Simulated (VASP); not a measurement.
A run of VASP 6.6.1:

File INCAR:

```
  ALGO = Fast
  EDIFF = 1E-7
  ENCUT = 520
  GGA = PS
  ISIF = 2
  ISMEAR = 0
  LASPH = True
  LCHARG = False
  LREAL = False
  LWAVE = False
  NBANDS = 34
  NELM = 100
  PREC = Accurate
  SIGMA = 0.15
```

Contents of KPOINTS:

```
k-points
0
Gamma
  14 14 14
```

POSCAR

```
CuSn3
1.0
   -2.3091160394      2.3091160394      4.2260234635
    2.3091160394     -2.3091160394      4.2260234635
    2.3091160394      2.3091160394     -4.2260234635
Cu Sn
1 3
Direct
    0.0000000000      0.0000000000      0.0000000000
    0.7500000000      0.2500000000      0.5000000000
    0.2500000000      0.7500000000      0.5000000000
    0.4822528198      0.4822528198      0.0000000000
```

Potentials or basis: VASP PAW PBE potentials, release 64 (Cu, Sn_d).

Command:

```console
$ cat potpaw_PBE.64/Cu/POTCAR potpaw_PBE.64/Sn_d/POTCAR > POTCAR
$ mpirun -np 1 vasp_std > vasp.out
```

Hardware: 1 thread of Intel(R) Xeon(R) 6975P-C (Granite Rapids) (shared host).

How long does it take, and how much memory?

Wall time 12 min on 1 thread of Intel(R) Xeon(R) 6975P-C (Granite Rapids), on a shared host, peak memory 0.71 GiB. Counts: scf iterations 20, k points 244.
